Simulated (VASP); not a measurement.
Here is a VASP 6.6.1 calculation.

The input INCAR:

```
SYSTEM = Cd
  ALGO = Normal
  EDIFF = 1E-6
  ENCUT = 520
  GGA = RE
  ISIF = 2
  ISMEAR = -1
  LASPH = .True.
  LCHARG = .True.
  LELF = .True.
  LREAL = .False.
  LVHAR = .True.
  LWAVE = .False.
  NBANDS = 12
  NELM = 60
  PREC = Accurate
  SIGMA = 0.1
```

KPOINTS

```
k-points
0
Gamma
  12 12 12
  0 0 0
```

File POSCAR:

```
Cd
1.0
    0.0000000000      2.2885734411      2.2885734411
    2.2885734411      0.0000000000      2.2885734411
    2.2885734411      2.2885734411      0.0000000000
Cd
1
Direct
    0.0000000000      0.0000000000      0.0000000000
```

Potentials or basis: VASP PAW PBE potentials, release 64 (Cd).

Command:

```sh
$ cat potpaw_PBE.64/Cd/POTCAR > POTCAR
$ mpirun -np 1 vasp_std > vasp.out
```

Problem. Predict the pressure.

Solution. 0.2 GPa.

Problem. Predict the band gap on the k mesh.

Solution. Zero (band 6 reaches 4.00 eV, above the bottom of band 7 at 0.87 eV).

Caveat: the PAW data sets were made with another functional, which shifts forces and pressure a little.
